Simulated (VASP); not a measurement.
Here is a VASP 6.6.1 calculation.

The input POSCAR:

```
SiC
1.0
    1.2669330198      0.7314641200      7.1782541025
   -1.2669330198      0.7314641200      7.1782541025
    0.0000000000     -1.4629282400      7.1782541025
C Si
2 2
Direct
    0.1767202042      0.1767202042      0.1767202042
    0.8232797958      0.8232797958      0.8232797958
    0.7286037302      0.7286037302      0.7286037302
    0.2713962698      0.2713962698      0.2713962698
```

File INCAR.step1:

```
ALGO     = Normal         # electronic algorithm
EDIFF    = 1E-5           # SCF threshold, eV
ENCUT    = 660            # plane-wave cutoff, eV
GGA      = PE             # functional
GGA_COMPAT= False        
ISMEAR   = -1             # smearing method
LASPH    = True           # aspherical terms in the spheres
LCHARG   = False          # write CHGCAR
LREAL    = False          # projectors in reciprocal space
LWAVE    = True           # write WAVECAR
NBANDS   = 16             # bands
NELM     = 120            # most SCF steps
PREC     = Accurate       # precision mode
SIGMA    = 0.02           # smearing width, eV
```

Contents of INCAR.step2:

```
ALGO     = Normal         # electronic algorithm
EDIFF    = 1E-6           # SCF threshold, eV
ENCUT    = 660            # plane-wave cutoff, eV
GGA_COMPAT= False        
ISIF     = 2              # what is computed and relaxed
ISMEAR   = -1             # smearing method
ISTART   = 1            
LASPH    = True           # aspherical terms in the spheres
LCHARG   = False          # write CHGCAR
LMIXTAU  = True         
LREAL    = False          # projectors in reciprocal space
LWAVE    = False          # write WAVECAR
METAGGA  = R2SCAN         # meta-GGA
NBANDS   = 16             # bands
NELM     = 120            # most SCF steps
PREC     = Accurate       # precision mode
SIGMA    = 0.02           # smearing width, eV
```

KPOINTS

```
k-points
0
Gamma
  8 8 8
```

Potentials or basis: VASP PAW PBE potentials, release 64 (C, Si).

Run with:

```sh
$ cat potpaw_PBE.64/C/POTCAR potpaw_PBE.64/Si/POTCAR > POTCAR
$ cp INCAR.step1 INCAR
$ mpirun -np 1 vasp_std > vasp.out
$ cp INCAR.step2 INCAR
$ mpirun -np 1 vasp_std > vasp.out
```

**Question.** Predict the largest force.

**Answer.** 0.122 eV/Å.

**Question.** What does it give for the pressure?

**Answer.** 0.4 GPa.

Forces on the atoms (eV/Å):
```
C    0.000  0.000 -0.029
C    0.000  0.000  0.029
Si   0.000  0.000 -0.122
Si   0.000  0.000  0.122
```

Caveat: the PAW data sets were made with another functional, which shifts forces and pressure a little.
